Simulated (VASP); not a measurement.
# InAs (F-43m) in VASP: single point with LDA

Aim: the single point of InAs with LDA.

Everything below comes from runs of VASP 6.6.1. Logs are shortened: lines on timing, memory, paths and dates and some standing lists are left out, and cuts for length are marked.

## (1) The cell of the first run

Symmetry: F-43m, No. 216, cubic system. The conventional cell has a = 6.026 Å, b = 6.026 Å, c = 6.026 Å, α = 90.00°, β = 90.00°, γ = 90.00°. Within 3.4 Å of In (site symmetry -43m) lie 4 As at 2.61 Å. As (site symmetry -43m) has 4 In at 2.61 Å within 3.4 Å.

## (2) Single point, LDA

The input, INCAR:

```
ALGO     = Normal         # electronic algorithm
EDIFF    = 1E-6           # SCF threshold, eV
ENCUT    = 500            # plane-wave cutoff, eV
GGA      = CA             # functional
GGA_COMPAT= False        
ISIF     = 2              # what is computed and relaxed
ISMEAR   = 0              # smearing method
LASPH    = True           # aspherical terms in the spheres
LCHARG   = False          # write CHGCAR
LREAL    = False          # projectors in reciprocal space
LWAVE    = False          # write WAVECAR
NBANDS   = 16             # bands
NELM     = 120            # most SCF steps
PREC     = Accurate       # precision mode
SIGMA    = 0.1            # smearing width, eV
```

The input, KPOINTS:

```
k-points
0
Gamma
  12 12 12
```

The input, POSCAR:

```
InAs
1.0
    0.0000000000      3.0129534736      3.0129534736
    3.0129534736      0.0000000000      3.0129534736
    3.0129534736      3.0129534736      0.0000000000
In As
1 1
Direct
    0.0000000000      0.0000000000      0.0000000000
    0.2500000000      0.2500000000      0.2500000000
```

Potentials or basis: VASP PAW LDA potentials, release 64 (In_d, As).

Launch:

```
$ cat potpaw_LDA.64/In_d/POTCAR potpaw_LDA.64/As/POTCAR > POTCAR
$ mpirun -np 1 vasp_std > vasp.out
```

OUTCAR:

```text
EDIFF = 1E-6
   ENCUT = 500
   GGA = CA
   ISIF = 2
   ISMEAR = 0
   LASPH = True
   LREAL = False
   NELM = 120
   PREC = Accurate

 ion  position               nearest neighbor table
   1  0.000  0.000  0.000-   2 2.61   2 2.61   2 2.61   2 2.61
   2  0.250  0.250  0.250-   1 2.61   1 2.61   1 2.61   1 2.61

  LATTYP: Found a face centered cubic cell.
 ALAT       =     6.0259069472

  Lattice vectors:

 A1 = (   0.0000000000,   3.0129534736,   3.0129534736)
 A2 = (   3.0129534736,   0.0000000000,   3.0129534736)
 A3 = (   3.0129534736,   3.0129534736,   0.0000000000)

Analysis of symmetry for initial positions (statically):
=====================================================================
 Subroutine PRICEL returns:
 Original cell was already a primitive cell.

 Routine SETGRP: Setting up the symmetry group for a
 face centered cubic supercell.

 Subroutine GETGRP returns: Found 24 space group operations
 (whereof 24 operations were pure point group operations)
 out of a pool of 48 trial point group operations.

The static configuration has the point symmetry T_d .

Analysis of symmetry for dynamics (positions and initial velocities):
=====================================================================
 Subroutine PRICEL returns:
 Original cell was already a primitive cell.

 Routine SETGRP: Setting up the symmetry group for a
 face centered cubic supercell.

 Subroutine GETGRP returns: Found 24 space group operations
 (whereof 24 operations were pure point group operations)
 out of a pool of 48 trial point group operations.

The dynamic configuration has the point symmetry T_d .

 Subroutine INISYM returns: Found 24 space group operations
 (whereof 24 operations are pure point group operations),
 and found     1 'primitive' translations

----------------------------------------------------------------------------------------

                                     Primitive cell

  volume of cell :      54.7025

  direct lattice vectors                    reciprocal lattice vectors
     0.000000000  3.012953474  3.012953474    -0.165950123  0.165950123  0.165950123
     3.012953474  0.000000000  3.012953474     0.165950123 -0.165950123  0.165950123
     3.012953474  3.012953474  0.000000000     0.165950123  0.165950123 -0.165950123

  length of vectors
     4.260959665  4.260959665  4.260959665     0.287434045  0.287434045  0.287434045

  position of ions in fractional coordinates (direct lattice)
     0.000000000  0.000000000  0.000000000
     0.250000000  0.250000000  0.250000000

  ion indices of the primitive-cell ions
   primitive index   ion index
                 1           1
                 2           2

----------------------------------------------------------------------------------------

 KPOINTS: k-points

Automatic generation of k-mesh.
 Grid dimensions read from file:
 generate k-points for:   12   12   12

 Generating k-lattice:

  Cartesian coordinates                     Fractional coordinates (reciprocal lattice)
    -0.013829177  0.013829177  0.013829177     0.083333333  0.000000000  0.000000000
     0.013829177 -0.013829177  0.013829177     0.000000000  0.083333333  0.000000000
     0.013829177  0.013829177 -0.013829177     0.000000000  0.000000000  0.083333333

  Length of vectors
     0.023952837  0.023952837  0.023952837

  Shift w.r.t. Gamma in fractional coordinates (k-lattice)
     0.000000000  0.000000000  0.000000000

 Subroutine IBZKPT returns following result:
 ===========================================

 Found     72 irreducible k-points:

 Following reciprocal coordinates:
            Coordinates               Weight
  0.000000  0.000000  0.000000      1.000000
  0.083333  0.000000  0.000000      8.000000
  0.166667  0.000000  0.000000      8.000000
  0.250000  0.000000  0.000000      8.000000
  0.333333  0.000000  0.000000      8.000000
  0.416667  0.000000  0.000000      8.000000
[... 16 lines left out ...]
  0.500000  0.166667  0.000000     24.000000
 -0.416667  0.166667  0.000000     24.000000
 [... further k-points ...]
   k-points           NKPTS =     72   k-points in BZ     NKDIM =     72   number of bands    NBANDS=     16
   number of dos      NEDOS =    301   number of ions     NIONS =      2
   total plane-waves  NPLWV =  32768
   dimension x,y,z NGX =    32 NGY =   32 NGZ =   32
   dimension x,y,z NGXF=    64 NGYF=   64 NGZF=   64
   ions per type =               1   1
   NGX,Y,Z   is equivalent  to a cutoff of  12.49, 12.49, 12.49 a.u.
   NGXF,Y,Z  is equivalent  to a cutoff of  24.97, 24.97, 24.97 a.u.
 SYSTEM =  unknown system
   PREC   = accura    normal or accurate (medium, high low for compatibility)
   ISTART =      0    job   : 0-new  1-cont  2-samecut
   ICHARG =      2    charge: 1-file 2-atom 10-const
   ISPIN  =      1    spin polarized calculation?
   LNONCOLLINEAR =      F non collinear calculations
   LSORBIT =      F    spin-orbit coupling
   LASPH  =      T    aspherical Exc in radial PAW
   ENCUT  =  500.0 eV  36.75 Ry    6.06 a.u.   7.77  7.77  7.77*2*pi/ulx,y,z
   NELM   =    120;   NELMIN=  2; NELMDL= -5     # of ELM steps
   EDIFF  = 0.1E-05   stopping-criterion for ELM
   LREAL  =      F    real-space projection
   EDIFFG = 0.1E-04   stopping-criterion for IOM
   NSW    =      0    number of steps for IOM
   IBRION =     -1    ionic relax: 0-MD 1-quasi-New 2-CG
   NFREE  =      0    steps in history (QN), initial steepest desc. (CG)
   ISIF   =      2    stress and relaxation
   ISYM   =      2    0-nonsym 1-usesym 2-fastsym
   POTIM  = 0.5000    time-step for ionic-motion
   TEBEG  =    0.0;   TEEND  =   0.0 temperature during run
   PSTRESS=    0.0 pullay stress
   NELECT =      18.0000    total number of electrons
   NUPDOWN=      -1.0000    fix difference up-down
   EMIN   =  10.00;   EMAX   =-10.00  energy-range for DOS
   EFERMI =   0.00;   METHOD = LEGACY
   ISMEAR =     0;   SIGMA  =   0.10  broadening in eV -4-tet -1-fermi 0-gaus
   EFERMI_NEDOS =   21; number of points for ismear=-14 and -15
   IALGO  =     38    algorithm
   IMIX   =      4    mixing-type and parameters
     AMIX     =   0.40;   BMIX     =  1.00
     AMIX_MAG =   1.60;   BMIX_MAG =  1.00
  volume/ion in A,a.u.               =      27.35       184.58
  Fermi-wavevector in a.u.,A,eV,Ry     =   1.130221  2.135807 17.380065  1.277399
  Thomas-Fermi vector in A             =   2.266916
   LORBIT       =      0    0 simple, 1 ext, 2 COOP (PROOUT), +10 PAW based schemes
   GGA     = CA    functional components
   LHFCALC =     F    Hartree Fock is set to
   AEXX    =    0.0000 exact exchange contribution
   IVDW    =     0    specifies the selected vdW correction
   LEPSILON=     F    determine dielectric tensor
   LRPA    =     F    only Hartree local field effects (RPA)
 non-spin polarized calculation
 Gauss-broadening in eV      SIGMA  =   0.10
  energy-cutoff  :      500.00
  volume of cell :       54.70
 maximum number of plane-waves:      1411
   NGX = 15   NGY = 15   NGZ = 15

 number of electron      17.9999992 magnetization

 Free energy of the ion-electron system (eV)
  ---------------------------------------------------
  ext. energy  EPLUGINS =         0.00000000
  ---------------------------------------------------
  free energy    TOTEN  =        -9.02983924 eV

  energy without entropy =       -9.02969014  energy(sigma->0) =       -9.02976469

 E-fermi :   4.5028     XC(G=0):  -9.4573

 val. band max:        4.4452420187   @ k =   0.0000   0.0000   0.0000
 cond. band min:       5.1885815796   @ k =   0.0833   0.0000   0.0000
 fundamental gap:      0.7433395609
 Fermi energy:         4.5027969315

 k-point     1 :       0.0000    0.0000    0.0000
  band No.  band energies     occupation
      1      -9.9334      2.00000
      2      -9.9334      2.00000
      3      -9.9334      2.00000
      4      -9.8003      2.00000
      5      -9.8003      2.00000
      6      -7.5375      2.00000
[... 8 lines left out ...]
     15      14.1908      0.00000
     16      14.1908      0.00000

 k-point     2 :       0.0833    0.0000    0.0000
  band No.  band energies     occupation
      1      -9.9436      2.00000
      2      -9.9305      2.00000
      3      -9.9305      2.00000
      4      -9.8004      2.00000
      5      -9.8004      2.00000
      6      -7.4629      2.00000
[... 8 lines left out ...]
     15      13.5499      0.00000
     16      13.5499      0.00000

 k-point     3 :       0.1667    0.0000    0.0000
  band No.  band energies     occupation
      1      -9.9704      2.00000
      2      -9.9230      2.00000
      3      -9.9230      2.00000
      4      -9.8003      2.00000
      5      -9.8003      2.00000
      6      -7.2474      2.00000
[... 8 lines left out ...]
     15      13.0295      0.00000
     16      13.0295      0.00000

 k-point     4 :       0.2500    0.0000    0.0000
  band No.  band energies     occupation
      1     -10.0048      2.00000
      2      -9.9139      2.00000
      3      -9.9139      2.00000
      4      -9.7991      2.00000
      5      -9.7991      2.00000
      6      -6.9173      2.00000
[... 8 lines left out ...]
     15      12.9904      0.00000
     16      12.9904      0.00000

 k-point     5 :       0.3333    0.0000    0.0000
  band No.  band energies     occupation
      1     -10.0369      2.00000
      2      -9.9062      2.00000
      3      -9.9062      2.00000
      4      -9.7964      2.00000
      5      -9.7964      2.00000
      6      -6.5253      2.00000
[... 8 lines left out ...]
     15      13.5079      0.00000
     16      13.5079      0.00000

 k-point     6 :       0.4167    0.0000    0.0000
  band No.  band energies     occupation
      1     -10.0594      2.00000
      2      -9.9016      2.00000
      3      -9.9016      2.00000
      4      -9.7933      2.00000
      5      -9.7933      2.00000
      6      -6.1734      2.00000
[... 8 lines left out ...]
     15      14.4348      0.00000
     16      14.4348      0.00000

 k-point     7 :       0.5000    0.0000    0.0000
  band No.  band energies     occupation
      1     -10.0673      2.00000
      2      -9.9001      2.00000
      3      -9.9001      2.00000
      4      -9.7919      2.00000
      5      -9.7919      2.00000
      6      -6.0229      2.00000
[... 8 lines left out ...]
     15      15.1826      0.00000
     16      15.1826      0.00000

 k-point     8 :       0.0833    0.0833    0.0000
  band No.  band energies     occupation
      1      -9.9500      2.00000
      2      -9.9278      2.00000
      3      -9.9278      2.00000
      4      -9.8024      2.00000
      5      -9.7987      2.00000
      6      -7.4381      2.00000
[... 8 lines left out ...]
     15      12.8326      0.00000
     16      14.2654      0.00000

 k-point     9 :       0.1667    0.0833    0.0000
  band No.  band energies     occupation
      1      -9.9720      2.00000
      2      -9.9217      2.00000
      3      -9.9204      2.00000
      4      -9.8045      2.00000
      5      -9.7972      2.00000
      6      -7.2699      2.00000
[... 8 lines left out ...]
     15      13.1571      0.00000
     16      13.8563      0.00000
[... 172 lines left out ...]
 k-point    19 :       0.1667    0.1667    0.0000
  band No.  band energies     occupation
      1      -9.9919      2.00000
      2      -9.9126      2.00000
      3      -9.9126      2.00000
      4      -9.8090      2.00000
      5      -9.7943      2.00000
      6      -7.1523      2.00000
[... 8 lines left out ...]
     15      13.7533      0.00000
     16      14.4870      0.00000

 k-point    20 :       0.2500    0.1667    0.0000
  band No.  band energies     occupation
      1     -10.0182      2.00000
      2      -9.9039      2.00000
      3      -9.9025      2.00000
      4      -9.8126      2.00000
      5      -9.7917      2.00000
      6      -6.9074      2.00000
[... 8 lines left out ...]
     15      14.4014      0.00000
     16      14.4411      0.00000

 k-point    21 :       0.3333    0.1667    0.0000
  band No.  band energies     occupation
      1     -10.0443      2.00000
      2      -9.8977      2.00000
      3      -9.8934      2.00000
      4      -9.8133      2.00000
      5      -9.7894      2.00000
      6      -6.5673      2.00000
[... 8 lines left out ...]
     15      14.4117      0.00000
     16      14.5984      0.00000

 k-point    22 :       0.4167    0.1667    0.0000
  band No.  band energies     occupation
      1     -10.0650      2.00000
      2      -9.8942      2.00000
      3      -9.8876      2.00000
      4      -9.8105      2.00000
      5      -9.7882      2.00000
      6      -6.1966      2.00000
[... 8 lines left out ...]
     15      14.4828      0.00000
     16      15.2365      0.00000

 k-point    23 :       0.5000    0.1667    0.0000
  band No.  band energies     occupation
      1     -10.0765      2.00000
      2      -9.8931      2.00000
      3      -9.8857      2.00000
      4      -9.8052      2.00000
      5      -9.7896      2.00000
      6      -5.9146      2.00000
[... 8 lines left out ...]
     15      14.7782      0.00000
     16      15.3035      0.00000

 k-point    24 :      -0.4167    0.1667    0.0000
  band No.  band energies     occupation
      1     -10.0763      2.00000
      2      -9.8936      2.00000
      3      -9.8872      2.00000
      4      -9.7999      2.00000
      5      -9.7940      2.00000
      6      -5.8700      2.00000
[... 8 lines left out ...]
     15      14.1245      0.00000
     16      14.4990      0.00000

 [... further k-points ...]
[... 5 lines left out ...]
  --------------------------------------------------------------------------------------
  -------------------------------------------------------------------------------------
  Total        0.0505358      0.0505358      0.0505358      0.0000000      0.0000000     -0.0000000
  in kB        1.4801382      1.4801382      1.4801382      0.0000000      0.0000000     -0.0000000
  external PRESSURE =       1.4801382 kB  Pullay stress =       0.0000000 kB

 VOLUME and BASIS-vectors are now :
 -----------------------------------------------------------------------------
  energy-cutoff  :      500.00
  volume of cell :       54.70
      direct lattice vectors                 reciprocal lattice vectors
     0.000000000  3.012953474  3.012953474    -0.165950123  0.165950123  0.165950123
     3.012953474  0.000000000  3.012953474     0.165950123 -0.165950123  0.165950123
     3.012953474  3.012953474  0.000000000     0.165950123  0.165950123 -0.165950123

 POSITION                                       TOTAL-FORCE (eV/Angst)
 -----------------------------------------------------------------------------------
      0.00000      0.00000      0.00000        -0.000000     -0.000000     -0.000000
      1.50648      1.50648      1.50648         0.000000      0.000000      0.000000
 -----------------------------------------------------------------------------------
    total drift:                               -0.000000     -0.000000     -0.000000

  FREE ENERGIE OF THE ION-ELECTRON SYSTEM (eV)
  ---------------------------------------------------
  free  energy   TOTEN  =        -9.0298392447 eV

  energy  without entropy=       -9.0296901358  energy(sigma->0) =       -9.02976469
```

Run time: 42 s. Hardware: 1 thread of AMD EPYC 7R13 (Zen 3), shared host; peak memory 0.16 GiB.

What came out:

```
Free energy            : -9.0298 eV
Pressure               : 0.1 GPa
Band gap on the k mesh : zero (filled and empty bands touch)
```

Caveat: semilocal functionals underestimate gaps, and a narrow one can read as zero; spin-orbit coupling is left out, which moves the levels of the heavy elements.

The gap in the log of VASP goes by the Fermi energy; the results here count the filled bands.